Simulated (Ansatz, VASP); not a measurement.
One calculation of SnO, two programs

```
CELL_PARAMETERS angstrom
3.35500 0.00000 0.00000
0.00000 5.67410 0.00000
0.00000 0.00000 4.22197
ATOMIC_POSITIONS crystal
Sn 0.04742 0.25995 0.61973
Sn 0.50000 0.76809 0.01314
O 0.00000 0.89125 0.73686
O 0.50000 0.10875 0.23686
```

Alike in both runs: task single point; functional LDA; k mesh 8 × 6 × 6; occupations gaussian, width 0.05 eV; no spin polarisation.

```csv
,VASP,Ansatz
version,VASP 6.6.1,Ansatz 0.2.0
potentials or method,"VASP PAW LDA potentials, release 64 (Sn_d, O), cutoff 520 eV","scalar-relativistic, plane waves, PAW"
valence electrons in the cell,40,40
```

VASP gave:

| Quantity | Value |
| --- | --- |
| gap on the k mesh at the Fermi level (eV) | 0.71 |
| least direct gap on the mesh (eV) | 1.05 |
| pressure (GPa) | -10.1 |
| traceless stress, the component that is largest in VASP (GPa) | -4.73 |
| rms of the force components (eV/Å) | 0.952 |

Question: What did Ansatz give for the same quantities?

Answer: gap on the k mesh at the Fermi level (eV): 0.72; least direct gap on the mesh (eV): 1.06; pressure (GPa): -10.3; traceless stress, the component that is largest in VASP (GPa): -4.70; rms of the force components (eV/Å): 0.976.

LDA's correlation is that of Perdew and Zunger in VASP and of Perdew and Wang (1992) in Ansatz. Atom by atom the forces differ by 0.035 eV/Å (rms over components).
